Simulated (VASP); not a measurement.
# Cu (P6_3/mmc) in VASP: further runs

Runs on Cu. Level: PBE. Tasks: single point.

Everything below comes from runs of VASP 6.6.1. Logs are shortened: lines on timing, memory, paths and dates and some standing lists are left out, and cuts for length are marked.

**1. The cell of the first run**

It takes space group P6_3/mmc (No. 194, hexagonal). Conventional cell: a = 2.465 Å, b = 2.465 Å, c = 4.275 Å, α = 90.00°, β = 90.00°, γ = 120.00°. Within 3.3 Å of Cu (site symmetry -6m2) lie 12 Cu at 2.47 to 2.57 Å.

This isn't the form of Cu at room conditions, which is fcc.

**2. Single point, PBE (11.25 Å³/atom)**

INCAR reads:

```
ALGO     = Fast           # electronic algorithm
EDIFF    = 1E-6           # SCF threshold, eV
ENCUT    = 520            # plane-wave cutoff, eV
GGA      = PE             # functional
ISIF     = 2              # what is computed and relaxed
ISMEAR   = 0              # smearing method
LASPH    = True           # aspherical terms in the spheres
LCHARG   = True           # write CHGCAR
LELF     = True           # ELF
LREAL    = False          # projectors in reciprocal space
LVHAR    = True         
LWAVE    = False          # write WAVECAR
NBANDS   = 18             # bands
NELM     = 100            # most SCF steps
PREC     = Accurate       # precision mode
SIGMA    = 0.15           # smearing width, eV
```

KPOINTS reads:

```
k-points
0
Gamma
  21 21 12
```

POSCAR reads:

```
Cu
1.0
    2.4650981013      0.0000000000      0.0000000000
   -1.2325490507      2.1348375785      0.0000000000
    0.0000000000      0.0000000000      4.2754661469
Cu
2
Direct
    0.3333333333      0.6666666667      0.2500000000
    0.6666666667      0.3333333333      0.7500000000
```

Potentials or basis: VASP PAW PBE potentials, release 64 (Cu).

Launch:

```
$ cat potpaw_PBE.64/Cu/POTCAR > POTCAR
$ mpirun -np 1 vasp_std > vasp.out
```

OUTCAR:

```text
EDIFF = 1E-6
   ENCUT = 520
   GGA = PE
   ISIF = 2
   ISMEAR = 0
   LASPH = True
   LREAL = False
   NELM = 100
   PREC = Accurate

 ion  position               nearest neighbor table
   1  0.333  0.667  0.250-   2 2.57   2 2.57   2 2.57   2 2.57   2 2.57   2 2.57
   2  0.667  0.333  0.750-   1 2.57   1 2.57   1 2.57   1 2.57   1 2.57   1 2.57

  LATTYP: Found a hexagonal cell.
 ALAT       =     2.4650981013
 C/A-ratio  =     1.7344000000

  Lattice vectors:

 A1 = (   2.4650981013,   0.0000000000,   0.0000000000)
 A2 = (  -1.2325490507,   2.1348375785,   0.0000000000)
 A3 = (   0.0000000000,   0.0000000000,   4.2754661469)

Analysis of symmetry for initial positions (statically):
=====================================================================
 Subroutine PRICEL returns:
 Original cell was already a primitive cell.

 Routine SETGRP: Setting up the symmetry group for a
 hexagonal supercell.

 Subroutine GETGRP returns: Found 24 space group operations
 (whereof 12 operations were pure point group operations)
 out of a pool of 24 trial point group operations.

The static configuration has the point symmetry D_3d.
 The point group associated with its full space group is D_6h.

Analysis of symmetry for dynamics (positions and initial velocities):
=====================================================================
 Subroutine PRICEL returns:
 Original cell was already a primitive cell.

 Routine SETGRP: Setting up the symmetry group for a
 hexagonal supercell.

 Subroutine GETGRP returns: Found 24 space group operations
 (whereof 12 operations were pure point group operations)
 out of a pool of 24 trial point group operations.

The dynamic configuration has the point symmetry D_3d.
 The point group associated with its full space group is D_6h.

 Subroutine INISYM returns: Found 24 space group operations
 (whereof 12 operations are pure point group operations),
 and found     1 'primitive' translations

----------------------------------------------------------------------------------------

                                     Primitive cell

  volume of cell :      22.5000

  direct lattice vectors                    reciprocal lattice vectors
     2.465098101  0.000000000  0.000000000     0.405663369  0.234209855  0.000000000
    -1.232549051  2.134837578  0.000000000     0.000000000  0.468419710  0.000000000
     0.000000000  0.000000000  4.275466147     0.000000000  0.000000000  0.233892625

  length of vectors
     2.465098101  2.465098101  4.275466147     0.468419710  0.468419710  0.233892625

  position of ions in fractional coordinates (direct lattice)
     0.333333333  0.666666667  0.250000000
     0.666666667  0.333333333  0.750000000

  ion indices of the primitive-cell ions
   primitive index   ion index
                 1           1
                 2           2

----------------------------------------------------------------------------------------

 KPOINTS: k-points

Automatic generation of k-mesh.
 Grid dimensions read from file:
 generate k-points for:   21   21   12

 Generating k-lattice:

  Cartesian coordinates                     Fractional coordinates (reciprocal lattice)
     0.019317303  0.011152850  0.000000000     0.047619048 -0.000000000  0.000000000
     0.000000000  0.022305700  0.000000000     0.000000000  0.047619048  0.000000000
     0.000000000  0.000000000  0.019491052     0.000000000  0.000000000  0.083333333

  Length of vectors
     0.022305700  0.022305700  0.019491052

  Shift w.r.t. Gamma in fractional coordinates (k-lattice)
     0.000000000  0.000000000  0.000000000

 Subroutine IBZKPT returns following result:
 ===========================================

 Found    336 irreducible k-points:

 Following reciprocal coordinates:
            Coordinates               Weight
  0.000000  0.000000  0.000000      1.000000
  0.047619  0.000000  0.000000      6.000000
  0.095238 -0.000000  0.000000      6.000000
  0.142857 -0.000000  0.000000      6.000000
  0.190476 -0.000000  0.000000      6.000000
  0.238095  0.000000  0.000000      6.000000
[... 16 lines left out ...]
  0.142857  0.095238  0.000000     12.000000
  0.190476  0.095238  0.000000     12.000000
 [... further k-points ...]
   k-points           NKPTS =    336   k-points in BZ     NKDIM =    336   number of bands    NBANDS=     18
   number of dos      NEDOS =    301   number of ions     NIONS =      2
   total plane-waves  NPLWV =  10368
   dimension x,y,z NGX =    18 NGY =   18 NGZ =   32
   dimension x,y,z NGXF=    36 NGYF=   36 NGZF=   64
   ions per type =               2
   NGX,Y,Z   is equivalent  to a cutoff of  12.14, 12.14, 12.44 a.u.
   NGXF,Y,Z  is equivalent  to a cutoff of  24.28, 24.28, 24.89 a.u.
 SYSTEM =  unknown system
   PREC   = accura    normal or accurate (medium, high low for compatibility)
   ISTART =      0    job   : 0-new  1-cont  2-samecut
   ICHARG =      2    charge: 1-file 2-atom 10-const
   ISPIN  =      1    spin polarized calculation?
   LNONCOLLINEAR =      F non collinear calculations
   LSORBIT =      F    spin-orbit coupling
   LASPH  =      T    aspherical Exc in radial PAW
   ENCUT  =  520.0 eV  38.22 Ry    6.18 a.u.   4.58  4.58  7.95*2*pi/ulx,y,z
   NELM   =    100;   NELMIN=  2; NELMDL= -5     # of ELM steps
   EDIFF  = 0.1E-05   stopping-criterion for ELM
   LREAL  =      F    real-space projection
   EDIFFG = 0.1E-04   stopping-criterion for IOM
   NSW    =      0    number of steps for IOM
   IBRION =     -1    ionic relax: 0-MD 1-quasi-New 2-CG
   NFREE  =      0    steps in history (QN), initial steepest desc. (CG)
   ISIF   =      2    stress and relaxation
   ISYM   =      2    0-nonsym 1-usesym 2-fastsym
   POTIM  = 0.5000    time-step for ionic-motion
   TEBEG  =    0.0;   TEEND  =   0.0 temperature during run
   PSTRESS=    0.0 pullay stress
   NELECT =      22.0000    total number of electrons
   NUPDOWN=      -1.0000    fix difference up-down
   EMIN   =  10.00;   EMAX   =-10.00  energy-range for DOS
   EFERMI =   0.00;   METHOD = LEGACY
   ISMEAR =     0;   SIGMA  =   0.15  broadening in eV -4-tet -1-fermi 0-gaus
   EFERMI_NEDOS =   21; number of points for ismear=-14 and -15
   IALGO  =     68    algorithm
   IMIX   =      4    mixing-type and parameters
     AMIX     =   0.40;   BMIX     =  1.00
     AMIX_MAG =   1.60;   BMIX_MAG =  1.00
  volume/ion in A,a.u.               =      11.25        75.92
  Fermi-wavevector in a.u.,A,eV,Ry     =   1.624881  3.070580 35.922621  2.640238
  Thomas-Fermi vector in A             =   2.718095
   LORBIT       =      0    0 simple, 1 ext, 2 COOP (PROOUT), +10 PAW based schemes
   GGA     = PE    functional components
   LHFCALC =     F    Hartree Fock is set to
   AEXX    =    0.0000 exact exchange contribution
   IVDW    =     0    specifies the selected vdW correction
   LEPSILON=     F    determine dielectric tensor
   LRPA    =     F    only Hartree local field effects (RPA)
 non-spin polarized calculation
 RMM-DIIS sequential band-by-band and
 Gauss-broadening in eV      SIGMA  =   0.15
  energy-cutoff  :      520.00
  volume of cell :       22.50
 maximum number of plane-waves:       622
   NGX =  9   NGY =  9   NGZ = 15

 number of electron      22.0000009 magnetization

 Free energy of the ion-electron system (eV)
  ---------------------------------------------------
  ext. energy  EPLUGINS =         0.00000000
  ---------------------------------------------------
  free energy    TOTEN  =        -7.36840817 eV

  energy without entropy =       -7.36406623  energy(sigma->0) =       -7.36623720

 E-fermi :   8.2259     XC(G=0): -13.0080

 val. band max:        8.1959354219   @ k =   0.1429   0.1429   0.2500
 cond. band min:       8.2350983276   @ k =   0.1905   0.0952   0.2500
 fundamental gap:      0.0391629057
 Fermi energy:         8.2258538743

 k-point     1 :       0.0000    0.0000    0.0000
  band No.  band energies     occupation
      1      -1.5232      2.00000
      2       2.6953      2.00000
      3       4.7937      2.00000
      4       5.0691      2.00000
      5       5.0691      2.00000
      6       5.2458      2.00000
[... 10 lines left out ...]
     17      32.1019      0.00000
     18      33.4018      0.00000

 k-point     2 :       0.0476    0.0000    0.0000
  band No.  band energies     occupation
      1      -1.4436      2.00000
      2       2.7475      2.00000
      3       4.7929      2.00000
      4       5.0641      2.00000
      5       5.0998      2.00000
      6       5.2279      2.00000
[... 10 lines left out ...]
     17      31.0688      0.00000
     18      33.6753      0.00000

 k-point     3 :       0.0952   -0.0000    0.0000
  band No.  band energies     occupation
      1      -1.2066      2.00000
      2       2.8975      2.00000
      3       4.7711      2.00000
      4       5.0652      2.00000
      5       5.1855      2.00000
      6       5.1900      2.00000
[... 10 lines left out ...]
     17      30.9094      0.00000
     18      34.2852      0.00000

 k-point     4 :       0.1429   -0.0000    0.0000
  band No.  band energies     occupation
      1      -0.8180      2.00000
      2       3.1227      2.00000
      3       4.7052      2.00000
      4       4.9402      2.00000
      5       5.0400      2.00000
      6       5.2006      2.00000
[... 375 lines left out ...]
      4       4.7771      2.00000
      5       5.0602      2.00000
      6       5.1519      2.00000
[... 10 lines left out ...]
     17      31.7857      0.00000
     18      32.2200      0.00000

 k-point    23 :       0.1429    0.0952    0.0000
  band No.  band energies     occupation
      1      -0.0658      2.00000
      2       3.4963      2.00000
      3       4.4847      2.00000
      4       4.5359      2.00000
      5       4.9777      2.00000
      6       5.2588      2.00000
[... 10 lines left out ...]
     17      30.5703      0.00000
     18      30.9786      0.00000

 k-point    24 :       0.1905    0.0952    0.0000
  band No.  band energies     occupation
      1       0.5748      2.00000
      2       3.7022      2.00000
      3       4.2332      2.00000
      4       4.4544      2.00000
      5       4.9099      2.00000
      6       5.2500      2.00000
[... 10 lines left out ...]
     17      28.5456      0.00000
     18      30.1803      0.00000

 [... further k-points ...]
[... 5 lines left out ...]
  --------------------------------------------------------------------------------------
  -------------------------------------------------------------------------------------
  Total        2.1457844      2.1457844      0.5010567     -0.0000000      0.0000000     -0.0000000
  in kB      152.7967627    152.7967627     35.6791832     -0.0000000      0.0000000     -0.0000000
  external PRESSURE =     113.7575695 kB  Pullay stress =       0.0000000 kB

 VOLUME and BASIS-vectors are now :
 -----------------------------------------------------------------------------
  energy-cutoff  :      520.00
  volume of cell :       22.50
      direct lattice vectors                 reciprocal lattice vectors
     2.465098101  0.000000000  0.000000000     0.405663369  0.234209855  0.000000000
    -1.232549051  2.134837578  0.000000000     0.000000000  0.468419710  0.000000000
     0.000000000  0.000000000  4.275466147     0.000000000  0.000000000  0.233892625

 POSITION                                       TOTAL-FORCE (eV/Angst)
 -----------------------------------------------------------------------------------
     -0.00000      1.42323      1.06887        -0.000000      0.000000      0.000000
      1.23255      0.71161      3.20660         0.000000     -0.000000      0.000000
 -----------------------------------------------------------------------------------
    total drift:                               -0.000000      0.000000     -0.000000

  FREE ENERGIE OF THE ION-ELECTRON SYSTEM (eV)
  ---------------------------------------------------
  free  energy   TOTEN  =        -7.3684081655 eV

  energy  without entropy=       -7.3640662335  energy(sigma->0) =       -7.36623720
```

Wall time 3.1 min (1 thread of Intel Xeon 8259CL, shared host); peak memory 0.22 GiB.

Results:

```
Free energy            : -7.3684 eV
Pressure               : 11.4 GPa
Band gap on the k mesh : zero (bands 11 and 12 overlap by 6.52 eV)
```

Stress tensor (GPa, compression positive):
```
15.28  0.00  0.00
 0.00 15.28  0.00
 0.00  0.00  3.57
```

Caveat: the stress differs along the axes, from 4 to 15 GPa.

[end of part 1 of 2]

The gap in the log of VASP goes by the Fermi energy; the results here count the filled bands.